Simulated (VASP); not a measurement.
# HfB2 in VASP: a series of runs

HfB2 is run at these levels: PBE; tasks: single point.

All numbers are computed with VASP 6.6.1; they aren't measurements. Logs are shortened: lines on timing, memory, paths and dates and some standing lists are left out, and cuts for length are marked.

### 1 The cell of the first run

The typed cell holds 6 atoms: a = 3.112 Å, b = 4.862 Å, c = 4.859 Å, α = 90.00°, β = 90.00°, γ = 90.00°.

The cell was built from a structure type or drawn by symmetry, and may not be a known phase.

### 2 Single point, PBE

Contents of INCAR:

```
PREC = Accurate
ENCUT = 500
EDIFF = 1E-6
ISMEAR = 0
SIGMA = 0.1
LREAL = F
LASPH = T
NELM = 120
ALGO = Normal
ISIF = 2
LWAVE = F
LCHARG = T
GGA = PE
LELF = T
LVHAR = T
NBANDS = 25
GGA_COMPAT = F
```

Contents of KPOINTS:

```
Automatic mesh
0
Gamma
  6 4 4
```

Contents of POSCAR:

```
HfB2
1.0
    3.1119165861      0.0000000000      0.0000000000
    0.0000000000      4.8621253020      0.0000000000
    0.0000000000      0.0000000000      4.8594222008
Hf B
2 4
Direct
    0.0000000000      0.0000000000      0.2222204837
    0.5000000000      0.5000000000      0.7222204837
    0.2499897224      0.5000069036      0.2222230915
    0.7500102776      0.4999930964      0.2222230915
    0.7499897224     -0.0000069036      0.7222230915
    0.2500102776      1.0000069036      0.7222230915
```

Potentials or basis: VASP PAW PBE potentials, release 64 (Hf_pv, B).

The run is started by

```sh
$ cat potpaw_PBE.64/Hf_pv/POTCAR potpaw_PBE.64/B/POTCAR > POTCAR
$ mpirun -np 1 vasp_std > vasp.out
```

OUTCAR:

```text
PREC = Accurate
   ENCUT = 500
   EDIFF = 1E-6
   ISMEAR = 0
   LREAL = F
   LASPH = T
   NELM = 120
   ISIF = 2
   GGA = PE

 ion  position               nearest neighbor table
   1  0.000  0.000  0.222-   5 2.55   6 2.55   5 2.55   6 2.55   3 2.55   4 2.55   3 2.55   4 2.55
                             2 3.77   2 3.77   2 3.77   2 3.77   2 3.77   2 3.77   2 3.77   2 3.77
   2  0.500  0.500  0.722-   3 2.55   4 2.55   3 2.55   4 2.55   5 2.55   6 2.55   6 2.55   5 2.55
                             1 3.77   1 3.77   1 3.77   1 3.77   1 3.77   1 3.77   1 3.77   1 3.77
   3  0.250  0.500  0.222-   4 1.56   4 1.56   2 2.55   2 2.55   1 2.55   1 2.55
   4  0.750  0.500  0.222-   3 1.56   3 1.56   2 2.55   2 2.55   1 2.55   1 2.55
   5  0.750  1.000  0.722-   6 1.56   6 1.56   1 2.55   1 2.55   2 2.55   2 2.55
   6  0.250  0.000  0.722-   5 1.56   5 1.56   1 2.55   1 2.55   2 2.55   2 2.55

  LATTYP: Found a simple orthorhombic cell.
 ALAT       =     3.1119165861
 B/A-ratio  =     1.5615528458
 C/A-ratio  =     1.5624214748

  Lattice vectors:

 A1 = (  -3.1119165861,   0.0000000000,   0.0000000000)
 A2 = (   0.0000000000,   0.0000000000,   4.8594222008)
 A3 = (   0.0000000000,   4.8621253020,   0.0000000000)

Analysis of symmetry for initial positions (statically):
=====================================================================
 Subroutine PRICEL returns:
 Original cell was already a primitive cell.

 Routine SETGRP: Setting up the symmetry group for a
 simple orthorhombic supercell.

 Subroutine GETGRP returns: Found  8 space group operations
 (whereof  2 operations were pure point group operations)
 out of a pool of  8 trial point group operations.

The static configuration has the point symmetry C_2 .
 The point group associated with its full space group is D_2h.

Analysis of symmetry for dynamics (positions and initial velocities):
=====================================================================
 Subroutine PRICEL returns:
 Original cell was already a primitive cell.

 Routine SETGRP: Setting up the symmetry group for a
 simple orthorhombic supercell.

 Subroutine GETGRP returns: Found  8 space group operations
 (whereof  2 operations were pure point group operations)
 out of a pool of  8 trial point group operations.

The dynamic configuration has the point symmetry C_2 .
 The point group associated with its full space group is D_2h.

 Subroutine INISYM returns: Found  8 space group operations
 (whereof  2 operations are pure point group operations),
 and found     1 'primitive' translations

----------------------------------------------------------------------------------------
[... 102 lines left out ...]
   LREAL  =      F    real-space projection
   EDIFFG = 0.1E-04   stopping-criterion for IOM
   NSW    =      0    number of steps for IOM
   IBRION =     -1    ionic relax: 0-MD 1-quasi-New 2-CG
   NFREE  =      0    steps in history (QN), initial steepest desc. (CG)
   ISIF   =      2    stress and relaxation
   ISYM   =      2    0-nonsym 1-usesym 2-fastsym
   POTIM  = 0.5000    time-step for ionic-motion
   TEBEG  =    0.0;   TEEND  =   0.0 temperature during run
   PSTRESS=    0.0 pullay stress
   NELECT =      32.0000    total number of electrons
   NUPDOWN=      -1.0000    fix difference up-down
   EMIN   =  10.00;   EMAX   =-10.00  energy-range for DOS
   EFERMI =   0.00;   METHOD = LEGACY
   ISMEAR =     0;   SIGMA  =   0.10  broadening in eV -4-tet -1-fermi 0-gaus
   EFERMI_NEDOS =   21; number of points for ismear=-14 and -15
   IALGO  =     38    algorithm
   IMIX   =      4    mixing-type and parameters
     AMIX     =   0.40;   BMIX     =  1.00
     AMIX_MAG =   1.60;   BMIX_MAG =  1.00
  volume/ion in A,a.u.               =      12.25        82.70
  Fermi-wavevector in a.u.,A,eV,Ry     =   1.240638  2.344467 20.941868  1.539184
  Thomas-Fermi vector in A             =   2.375071
   LORBIT       =      0    0 simple, 1 ext, 2 COOP (PROOUT), +10 PAW based schemes
   GGA     = PE    functional components
   LHFCALC =     F    Hartree Fock is set to
   AEXX    =    0.0000 exact exchange contribution
   IVDW    =     0    specifies the selected vdW correction
   LEPSILON=     F    determine dielectric tensor
   LRPA    =     F    only Hartree local field effects (RPA)
 non-spin polarized calculation
 Gauss-broadening in eV      SIGMA  =   0.10
  energy-cutoff  :      500.00
  volume of cell :       73.53
 maximum number of plane-waves:      1896
 NGX is ok and might be reduce to    24
   NGX = 11   NGY = 17   NGZ = 17

 number of electron      32.0000005 magnetization

 Free energy of the ion-electron system (eV)
  ---------------------------------------------------
  ext. energy  EPLUGINS =         0.00000000
  ---------------------------------------------------
  free energy    TOTEN  =       -46.99340549 eV

  energy without entropy =      -46.97480023  energy(sigma->0) =      -46.98410286

 E-fermi :   5.6231     XC(G=0): -11.4527

 val. band max:        5.5912462381   @ k =   0.3333   0.2500   0.0000
 cond. band min:       5.6267718433   @ k =   0.3333   0.2500   0.2500
 fundamental gap:      0.0355256052
 Fermi energy:         5.6231148381

 k-point     1 :       0.0000    0.0000    0.0000
  band No.  band energies     occupation
      1     -25.4927      2.00000
      2     -25.4924      2.00000
      3     -25.3782      2.00000
      4     -25.3780      2.00000
      5     -24.9861      2.00000
      6     -24.9547      2.00000
[... 661 lines left out ...]
     24      10.0228      0.00000
     25      12.2983      0.00000

 [... further k-points ...]
[... 5 lines left out ...]
  --------------------------------------------------------------------------------------
  -------------------------------------------------------------------------------------
  Total       -0.1894147     -0.1716637     -0.1031727      0.0000000      0.0000000     -0.0000000
  in kB       -4.1274847     -3.7406769     -2.2482093      0.0000000      0.0000000     -0.0000000
  external PRESSURE =      -3.3721237 kB  Pullay stress =       0.0000000 kB

 VOLUME and BASIS-vectors are now :
 -----------------------------------------------------------------------------
  energy-cutoff  :      500.00
  volume of cell :       73.53
      direct lattice vectors                 reciprocal lattice vectors
     3.111916586  0.000000000  0.000000000     0.321345374  0.000000000  0.000000000
     0.000000000  4.862125302  0.000000000     0.000000000  0.205671376  0.000000000
     0.000000000  0.000000000  4.859422201     0.000000000  0.000000000  0.205785782

 POSITION                                       TOTAL-FORCE (eV/Angst)
 -----------------------------------------------------------------------------------
      0.00000      0.00000      1.07986         0.000000      0.000000      0.000000
      1.55596      2.43106      3.50957         0.000000      0.000000      0.000000
      0.77795      2.43110      1.07988        -0.000118     -0.000107      0.000000
      2.33397      2.43103      1.07988         0.000118      0.000107      0.000000
      2.33391      4.86209      3.50959        -0.000118      0.000107      0.000000
      0.77801      0.00003      3.50959         0.000118     -0.000107      0.000000
 -----------------------------------------------------------------------------------
    total drift:                                0.000000     -0.000000     -0.005299

  FREE ENERGIE OF THE ION-ELECTRON SYSTEM (eV)
  ---------------------------------------------------
  free  energy   TOTEN  =       -46.9934054946 eV

  energy  without entropy=      -46.9748002324  energy(sigma->0) =      -46.98410286
```

OSZICAR:

```text
N       E                     dE             d eps       ncg     rms          rms(c)
DAV:   1     0.922948850183E+02    0.92295E+02   -0.15804E+04  1800   0.117E+03
DAV:   2    -0.508148117860E+02   -0.14311E+03   -0.13436E+03  2189   0.276E+02
DAV:   3    -0.563650462797E+02   -0.55502E+01   -0.54428E+01  2387   0.405E+01
DAV:   4    -0.564208293587E+02   -0.55783E-01   -0.55682E-01  2183   0.464E+00
DAV:   5    -0.564216529232E+02   -0.82356E-03   -0.82319E-03  2471   0.464E-01    0.512E+01
DAV:   6    -0.470389607907E+02    0.93827E+01   -0.27631E+01  2006   0.202E+01    0.365E+01
DAV:   7    -0.470127791691E+02    0.26182E-01   -0.20746E+00  2306   0.676E+00    0.230E+01
DAV:   8    -0.470310651908E+02   -0.18286E-01   -0.12711E-01  2231   0.212E+00    0.703E+00
DAV:   9    -0.469954420005E+02    0.35623E-01   -0.56751E-02  2290   0.114E+00    0.169E+00
DAV:  10    -0.469933798857E+02    0.20621E-02   -0.59067E-03  2121   0.364E-01    0.625E-01
DAV:  11    -0.469934117021E+02   -0.31816E-04   -0.49181E-04  2284   0.113E-01    0.645E-02
DAV:  12    -0.469934065159E+02    0.51862E-05   -0.14060E-05  2211   0.219E-02    0.549E-02
DAV:  13    -0.469934054480E+02    0.10679E-05   -0.80664E-06  2202   0.121E-02    0.387E-03
DAV:  14    -0.469934054946E+02   -0.46610E-07   -0.43989E-07  1198   0.375E-03
   1 F= -.46993405E+02 E0= -.46984103E+02  d E =-.186053E-01
```

Wall time 45 s (1 thread of AMD EPYC 7R13 (Zen 3), shared host); peak memory 0.18 GiB.

What came out:

* Free energy: -46.9934 eV
* Pressure: -0.3 GPa
* Band gap on the k mesh: zero (bands 16 and 17 overlap by 2.01 eV)

Levels at points of the mesh, in eV from the Fermi level:
```csv
k point,band 13,band 14,band 15,band 16,band 17,band 18,band 19,band 20
"(0.00, 0.00, 0.00)",-2.13,-2.13,-1.42,-1.31,-1.03,1.62,1.62,2.91
"(0.50, 0.00, 0.00)",-3.27,-3.27,0.98,0.98,0.98,0.98,1.27,1.27
"(0.00, 0.50, 0.00)",-4.21,-4.21,-0.89,-0.89,1.97,1.97,2.42,2.42
"(0.50, 0.50, 0.00)",-2.73,-2.73,-0.73,-0.73,0.09,0.09,1.68,1.68
"(0.00, 0.00, 0.50)",-4.21,-4.21,-0.89,-0.89,1.97,1.97,2.42,2.42
"(0.50, 0.00, 0.50)",-2.73,-2.73,-0.73,-0.73,0.09,0.09,1.68,1.68
"(0.00, 0.50, 0.50)",-4.01,-4.01,-0.90,-0.90,1.09,1.09,3.26,3.26
"(0.50, 0.50, 0.50)",-3.15,-3.15,-1.91,-1.91,1.31,1.31,1.32,1.32
```

Caveat: spin-orbit coupling is left out, which moves the levels of the heavy elements.

(Part 1 of 2 ends here.)
